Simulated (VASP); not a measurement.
Runs of VASP 6.6.1 on W. The structure is that of space group Fm-3m (No. 225), or close to it. The cells are those of the table. 

```csv
cell,gap on the mesh (eV),pressure (GPa)
"a = 2.832 Å, angles 60.0°, 1 atom",none,3.7
"a = 2.909 Å, angles 60.0°, 1 atom",none,(a)
"a = 2.812 Å, angles 60.0°, 1 atom",none,10.5
"a = 2.927 Å, angles 60.0°, 1 atom",none,-21.8
"a = 2.890 Å, angles 60.0°, 1 atom",none,(b)
"a = 2.871 Å, angles 60.0°, 1 atom",none,-8.1
"a = 2.852 Å, angles 60.0°, 1 atom",none,-2.5
```

Alike in all rows: task single point; level r2SCAN; potentials or basis VASP PAW PBE potentials, release 64 (W_sv); no spin polarisation; k mesh 12 × 12 × 12; cutoff (eV) 520; smearing fermi-dirac 0.1 eV.

Question: Estimate the missing entries.

Answer: (a) -17.7; (b) -13.1.

Caveats: the PAW data sets were made with another functional, which shifts forces and pressure a little; spin-orbit coupling is left out, which moves the levels of the heavy elements.

A k mesh can miss the band edges, and the runs leave out spin-orbit coupling on W.

A gap of «none» marks levels without a gap at the run's occupations.
